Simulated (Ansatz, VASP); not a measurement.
**One calculation of SbS2, two programs**

The input INCAR:

```
PREC = Accurate ; ENCUT = 600
EDIFF = 1E-7 ; ISMEAR = 0
SIGMA = 0.1 ; LREAL = F
LASPH = T ; NELM = 100
ALGO = Normal ; ISIF = 3
LWAVE = F ; LCHARG = F
GGA = PE ; IBRION = 2
NSW = 90 ; EDIFFG = -0.04
```

Contents of KPOINTS:

```
Automatic mesh
0
Gamma
  4 4 4
```

POSCAR

```
SbS2
1.0
    4.7942499202     -2.7187387545      0.0000000000
    4.7942499202      2.7187387545      0.0000000000
    0.0000000000      0.0000000000      5.2950404683
Sb S
2 4
Direct
    0.7800000000      0.2200000000      0.7500000000
    0.2200000000      0.7800000000      0.2500000000
    0.8900000000      0.4500000000      0.2500000000
    0.5500000000      0.1100000000      0.2500000000
    0.4500000000      0.8900000000      0.7500000000
    0.1100000000      0.5500000000      0.7500000000
```

Input for Ansatz:

```yaml
crystal:
  lattice:
    - [4.7942499202, -2.7187387545, 0.0]
    - [4.7942499202, 2.7187387545, 0.0]
    - [0.0, 0.0, 5.2950404683]
  atoms:
    - { symbol: Sb, position: [0.78, 0.22, 0.75] }
    - { symbol: Sb, position: [0.22, 0.78, 0.25] }
    - { symbol: S, position: [0.89, 0.45, 0.25] }
    - { symbol: S, position: [0.55, 0.11, 0.25] }
    - { symbol: S, position: [0.45, 0.89, 0.75] }
    - { symbol: S, position: [0.11, 0.55, 0.75] }
basis:
  ecutwfc: 420
kpoints:
  mp_grid: { grid: [4, 4, 4] }
hamiltonian:
  xc: pbe
scf:
  occupations: { method: gaussian, width: 0.1 }
  lower_state_search: "off"
output:
  forces: true
  stress: true
  eigenvalues: true
relax:
  adjacent_minimum: "off"
  f_tol: 0.04
  max_steps: 70
  cell: { stress_tol: 0.4 }
```

Alike in both runs: task relaxation of cell and atoms; functional PBE; k mesh 4 × 4 × 4; occupations gaussian, width 0.1 eV; no spin polarisation.

```csv
,VASP,Ansatz
version,VASP 6.6.1,Ansatz 0.2.0
potentials or method,"VASP PAW PBE potentials, release 64 (Sb, S), cutoff 600 eV","scalar-relativistic, plane waves, PAW"
valence electrons in the cell,34,54
```

```tsv
	VASP	Ansatz	Ansatz less VASP
gap on the k mesh at the Fermi level, each at its own relaxed structure (eV)	none	none	-
relaxed volume (Å³/atom)	21.04	21.93	+0.892
relaxed cell length with the largest relative difference (Å)	5.555	5.636	+0.0807
```

A gap of «none» marks a metal or a gap that the smearing closes. VASP's potentials hold 34 valence electrons a cell and Ansatz's 54, so a difference there can come from the potentials and not from the codes.

Neither program's run includes spin-orbit coupling.
